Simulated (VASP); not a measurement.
# Al in VASP: single point with PBE

Aim: the single point of Al with PBE.

Everything below comes from runs of VASP 6.6.1. Logs are shortened: lines on timing, memory, paths and dates and some standing lists are left out, and cuts for length are marked.

### 1 The cell of the first run

The cell holds a slab with vacuum, 4 atoms: a = 3.003 Å, b = 3.003 Å, c = 26.854 Å, α = 90.00°, β = 90.00°, γ = 90.00°.

### 2 Single point, PBE

Contents of INCAR:

```
PREC = Accurate ; ENCUT = 400
EDIFF = 1E-6 ; ISMEAR = 1
SIGMA = 0.1 ; LREAL = False
LASPH = True ; NELM = 120
ALGO = Normal ; ISIF = 2
LWAVE = False ; LCHARG = False
LDIPOL = True ; IDIPOL = 3
DIPOL = 0.5 0.5 0.675 ; GGA = PE
NBANDS = 14 ; GGA_COMPAT = False
NELMDL = -8
```

Contents of KPOINTS:

```
regular mesh
0
Gamma
  12 12 1
```

Contents of POSCAR:

```
Al
1.0
    3.0028735421      0.0000000000      0.0000000000
    0.0000000000      3.0028735421      0.0000000000
    0.0000000000      0.0000000000     26.8544830568
Al
4
Direct
    0.5000000000      0.5000000000      0.5670212420
    0.0000000000      0.0000000000      0.6387789043
    0.5000000000      0.5000000000      0.7106232723
    0.0000000000      0.0000000000      0.7848238519
```

Potentials or basis: VASP PAW PBE potentials, release 64 (Al).

Launch:

```sh
$ cat potpaw_PBE.64/Al/POTCAR > POTCAR
$ mpirun -np 1 vasp_std > vasp.out
```

OUTCAR:

```text
PREC = Accurate
   ENCUT = 400
   EDIFF = 1E-6
   ISMEAR = 1
   LREAL = False
   LASPH = True
   NELM = 120
   ISIF = 2
   GGA = PE
   NELMDL = -8

 ion  position               nearest neighbor table
   1  0.500  0.500  0.567-   2 2.87   2 2.87   2 2.87   2 2.87
   2  0.000  0.000  0.639-   1 2.87   1 2.87   1 2.87   1 2.87   3 2.87   3 2.87   3 2.87   3 2.87

   3  0.500  0.500  0.711-   2 2.87   2 2.87   2 2.87   2 2.87   4 2.91   4 2.91   4 2.91   4 2.91

   4  0.000  0.000  0.785-   3 2.91   3 2.91   3 2.91   3 2.91

  LATTYP: Found a simple tetragonal cell.
 ALAT       =     3.0028735421
 C/A-ratio  =     8.9429283919

  Lattice vectors:

 A1 = (   3.0028735421,   0.0000000000,   0.0000000000)
 A2 = (   0.0000000000,   3.0028735421,   0.0000000000)
 A3 = (   0.0000000000,   0.0000000000,  26.8544830568)

Analysis of symmetry for initial positions (statically):
=====================================================================
 Subroutine PRICEL returns:
 Original cell was already a primitive cell.

 Routine SETGRP: Setting up the symmetry group for a
 simple tetragonal supercell.

 Subroutine GETGRP returns: Found  8 space group operations
 (whereof  8 operations were pure point group operations)
 out of a pool of 16 trial point group operations.

The static configuration has the point symmetry C_4v.

Analysis of symmetry for dynamics (positions and initial velocities):
=====================================================================
 Subroutine PRICEL returns:
 Original cell was already a primitive cell.

 Routine SETGRP: Setting up the symmetry group for a
 simple tetragonal supercell.

 Subroutine GETGRP returns: Found  8 space group operations
 (whereof  8 operations were pure point group operations)
 out of a pool of 16 trial point group operations.

The dynamic configuration has the point symmetry C_4v.

 Subroutine INISYM returns: Found  8 space group operations
 (whereof  8 operations are pure point group operations),
 and found     1 'primitive' translations

----------------------------------------------------------------------------------------

                                     Primitive cell

  volume of cell :     242.1536

  direct lattice vectors                    reciprocal lattice vectors
     3.002873542  0.000000000  0.000000000     0.333014356  0.000000000  0.000000000
     0.000000000  3.002873542  0.000000000     0.000000000  0.333014356  0.000000000
     0.000000000  0.000000000 26.854483057     0.000000000  0.000000000  0.037237730

  length of vectors
     3.002873542  3.002873542 26.854483057     0.333014356  0.333014356  0.037237730

  position of ions in fractional coordinates (direct lattice)
     0.500000000  0.500000000  0.567021242
     0.000000000  0.000000000  0.638778904
     0.500000000  0.500000000  0.710623272
     0.000000000  0.000000000  0.784823852

  ion indices of the primitive-cell ions
   primitive index   ion index
                 1           1
                 2           2
                 3           3
                 4           4

----------------------------------------------------------------------------------------

 KPOINTS: regular mesh

Automatic generation of k-mesh.
 Grid dimensions read from file:
 generate k-points for:   12   12    1

 Generating k-lattice:

  Cartesian coordinates                     Fractional coordinates (reciprocal lattice)
     0.027751196  0.000000000  0.000000000     0.083333333  0.000000000  0.000000000
     0.000000000  0.027751196  0.000000000     0.000000000  0.083333333  0.000000000
     0.000000000  0.000000000  0.037237730     0.000000000  0.000000000  1.000000000

  Length of vectors
     0.027751196  0.027751196  0.037237730

  Shift w.r.t. Gamma in fractional coordinates (k-lattice)
     0.000000000  0.000000000  0.000000000

 Subroutine IBZKPT returns following result:
 ===========================================

 Found     28 irreducible k-points:

 Following reciprocal coordinates:
            Coordinates               Weight
  0.000000  0.000000  0.000000      1.000000
  0.083333  0.000000  0.000000      4.000000
  0.166667  0.000000  0.000000      4.000000
  0.250000  0.000000  0.000000      4.000000
  0.333333  0.000000  0.000000      4.000000
  0.416667  0.000000  0.000000      4.000000
[... 16 lines left out ...]
  0.333333  0.333333  0.000000      4.000000
  0.416667  0.333333  0.000000      8.000000
 [... further k-points ...]
   k-points           NKPTS =     28   k-points in BZ     NKDIM =     28   number of bands    NBANDS=     14
   number of dos      NEDOS =    301   number of ions     NIONS =      4
   total plane-waves  NPLWV =  72000
   dimension x,y,z NGX =    20 NGY =   20 NGZ =  180
   dimension x,y,z NGXF=    40 NGYF=   40 NGZF=  360
   ions per type =               4
   NGX,Y,Z   is equivalent  to a cutoff of  11.07, 11.07, 11.14 a.u.
   NGXF,Y,Z  is equivalent  to a cutoff of  22.14, 22.14, 22.29 a.u.
 SYSTEM =  unknown system
   PREC   = accura    normal or accurate (medium, high low for compatibility)
   ISTART =      0    job   : 0-new  1-cont  2-samecut
   ICHARG =      2    charge: 1-file 2-atom 10-const
   ISPIN  =      1    spin polarized calculation?
   LNONCOLLINEAR =      F non collinear calculations
   LSORBIT =      F    spin-orbit coupling
   LASPH  =      T    aspherical Exc in radial PAW
   ENCUT  =  400.0 eV  29.40 Ry    5.42 a.u.   4.90  4.90 43.79*2*pi/ulx,y,z
   NELM   =    120;   NELMIN=  2; NELMDL= -8     # of ELM steps
   EDIFF  = 0.1E-05   stopping-criterion for ELM
   LREAL  =      F    real-space projection
   EDIFFG = 0.1E-04   stopping-criterion for IOM
   NSW    =      0    number of steps for IOM
   IBRION =     -1    ionic relax: 0-MD 1-quasi-New 2-CG
   NFREE  =      0    steps in history (QN), initial steepest desc. (CG)
   ISIF   =      2    stress and relaxation
   ISYM   =      2    0-nonsym 1-usesym 2-fastsym
   POTIM  = 0.5000    time-step for ionic-motion
   TEBEG  =    0.0;   TEEND  =   0.0 temperature during run
   PSTRESS=    0.0 pullay stress
   NELECT =      12.0000    total number of electrons
   NUPDOWN=      -1.0000    fix difference up-down
   EMIN   =  10.00;   EMAX   =-10.00  energy-range for DOS
   EFERMI =   0.00;   METHOD = LEGACY
   ISMEAR =     1;   SIGMA  =   0.10  broadening in eV -4-tet -1-fermi 0-gaus
   EFERMI_NEDOS =   21; number of points for ismear=-14 and -15
   IALGO  =     38    algorithm
   IMIX   =      4    mixing-type and parameters
     AMIX     =   0.40;   BMIX     =  1.00
     AMIX_MAG =   1.60;   BMIX_MAG =  1.00
  volume/ion in A,a.u.               =      60.54       408.53
  Fermi-wavevector in a.u.,A,eV,Ry     =   0.601319  1.136328  4.919657  0.361585
  Thomas-Fermi vector in A             =   1.653508
   LORBIT       =      0    0 simple, 1 ext, 2 COOP (PROOUT), +10 PAW based schemes
   GGA     = PE    functional components
   LHFCALC =     F    Hartree Fock is set to
   AEXX    =    0.0000 exact exchange contribution
   IVDW    =     0    specifies the selected vdW correction
   LEPSILON=     F    determine dielectric tensor
   LRPA    =     F    only Hartree local field effects (RPA)
 non-spin polarized calculation
 Methfessel and Paxton  Order N= 1 SIGMA  =   0.10
  energy-cutoff  :      400.00
  volume of cell :      242.15
 maximum number of plane-waves:      4434
 NGX is ok and might be reduce to    20
   NGX =  9   NGY =  9   NGZ = 87

 dipolmoment           0.000000      0.000000      0.023669 electrons x Angstroem

 number of electron      12.0000001 magnetization

 dipolmoment           0.000000      0.000000     -0.000746 electrons x Angstroem

 Free energy of the ion-electron system (eV)
  ---------------------------------------------------
  ext. energy  EPLUGINS =         0.00000000
  ---------------------------------------------------
  free energy    TOTEN  =       -13.74733280 eV

  energy without entropy =      -13.74467070  energy(sigma->0) =      -13.74644544

 E-fermi :  -0.9051     XC(G=0):  -3.6655

 val. band max:       -0.9164500806   @ k =   0.2500   0.1667   0.0000
 cond. band min:      -0.8971803894   @ k =   0.5000   0.4167   0.0000
 fundamental gap:      0.0192696912
 Fermi energy:        -0.9050977843

 k-point     1 :       0.0000    0.0000    0.0000
  band No.  band energies     occupation
      1     -11.1721      2.00000
      2      -9.6775      2.00000
      3      -7.4367      2.00000
      4      -4.5273      2.00000
      5      -2.2149      2.00000
      6       1.2513      0.00000
      7       2.8385      0.00000
      8       3.5344      0.00000
      9       3.5948      0.00000
     10       3.8111      0.00000
     11       3.8111      0.00000
     12       4.1454      0.00000
     13       4.7051      0.00000
     14       4.8282      0.00000

 k-point     2 :       0.0833    0.0000    0.0000
  band No.  band energies     occupation
      1     -11.0584      2.00000
      2      -9.5648      2.00000
      3      -7.3254      2.00000
      4      -4.4174      2.00000
      5      -2.1106      2.00000
      6       1.3411      0.00000
      7       1.9218      0.00000
      8       2.9515      0.00000
      9       3.2966      0.00000
     10       3.6481      0.00000
     11       3.7108      0.00000
     12       3.9102      0.00000
     13       4.8110      0.00000
     14       4.9421      0.00000
[... 343 lines left out ...]
      1      -7.5777      2.00000
      2      -6.1143      2.00000
      3      -3.9218      2.00000
      4      -2.8055      2.00000
      5      -1.7411      2.00000
      6      -1.4067      2.00000
      7      -1.1028      2.01719
      8      -0.3244     -0.00000
      9       0.7028     -0.00000
     10       1.1608      0.00000
     11       1.9780      0.00000
     12       2.8989      0.00000
     13       3.5452      0.00000
     14       4.2241      0.00000

 k-point    24 :       0.4167    0.3333    0.0000
  band No.  band energies     occupation
      1      -6.5847      2.00000
      2      -5.1328      2.00000
      3      -4.0038      2.00000
      4      -2.9681      2.00000
      5      -2.5640      2.00000
      6      -1.1967      2.00030
      7      -0.5866     -0.00006
      8       0.0218     -0.00000
      9       0.2094     -0.00000
     10       1.3257      0.00000
     11       1.8203      0.00000
     12       2.4066      0.00000
     13       2.7135      0.00000
     14       2.7532      0.00000

 [... further k-points ...]

------------------------ aborting loop because EDIFF is reached ----------------------------------------

 vacuum level on the upper side and lower side of the slab       (xc-potential included)        -0.168        -0.156

  FORCE on cell =-STRESS in cart. coord.  units (eV):
  Direction    XX          YY          ZZ          XY          YZ          ZX
  --------------------------------------------------------------------------------------
  -------------------------------------------------------------------------------------
  Total       -3.7969020     -3.7969020      0.2696602      0.0000000      0.0000000     -0.0000000
  in kB      -25.1217033    -25.1217033      1.7841711      0.0000000      0.0000000     -0.0000000
  external PRESSURE =     -16.1530785 kB  Pullay stress =       0.0000000 kB

 VOLUME and BASIS-vectors are now :
 -----------------------------------------------------------------------------
  energy-cutoff  :      400.00
  volume of cell :      242.15
      direct lattice vectors                 reciprocal lattice vectors
     3.002873542  0.000000000  0.000000000     0.333014356  0.000000000  0.000000000
     0.000000000  3.002873542  0.000000000     0.000000000  0.333014356  0.000000000
     0.000000000  0.000000000 26.854483057     0.000000000  0.000000000  0.037237730

 POSITION                                       TOTAL-FORCE (eV/Angst)
 -----------------------------------------------------------------------------------
      1.50144      1.50144     15.22706        -0.000000      0.000000     -0.125954
      0.00000      0.00000     17.15408        -0.000000     -0.000000      0.102388
      1.50144      1.50144     19.08342        -0.000000      0.000000      0.028028
      0.00000      0.00000     21.07604         0.000000     -0.000000     -0.004462
 -----------------------------------------------------------------------------------
    total drift:                               -0.000000      0.000000     -0.000005

  FREE ENERGIE OF THE ION-ELECTRON SYSTEM (eV)
  ---------------------------------------------------
  free  energy   TOTEN  =       -13.7473328023 eV

  energy  without entropy=      -13.7446707041  energy(sigma->0) =      -13.74644544

 vacuum level on the upper side and lower side of the slab         3.314         3.327
```

Wall time 2.4 min (1 thread of Intel Xeon 8259CL, shared host); peak memory 0.26 GiB.

What came out:

```yaml
Free_energy: -13.7473 eV
Largest_force: 0.126 eV/Å
Band_gap_on_the_k_mesh: zero (bands 6 and 7 overlap by 3.00 eV)
```

Forces on the atoms (eV/Å):
```
Al   0.000  0.000 -0.126
Al   0.000  0.000  0.102
Al   0.000  0.000  0.028
Al   0.000  0.000 -0.004
```

Levels at points of the mesh, in eV from the Fermi level:
| k point | band 2 | band 3 | band 4 | band 5 | band 6 | band 7 | band 8 | band 9 | band 10 | band 11 |
| --- | --- | --- | --- | --- | --- | --- | --- | --- | --- | --- |
| (0.00, 0.00, 0.00) | -8.77 | -6.53 | -3.62 | -1.31 | 2.16 | 3.74 | 4.44 | 4.50 | 4.72 | 4.72 |
| (0.50, 0.00, 0.00) | -6.22 | -4.78 | -4.76 | -2.60 | -2.57 | 0.28 | 0.30 | 2.66 | 2.69 | 6.20 |
| (0.50, 0.50, 0.00) | -2.75 | -1.77 | -1.72 | -1.35 | -1.35 | -0.25 | -0.21 | 0.77 | 0.77 | 1.78 |
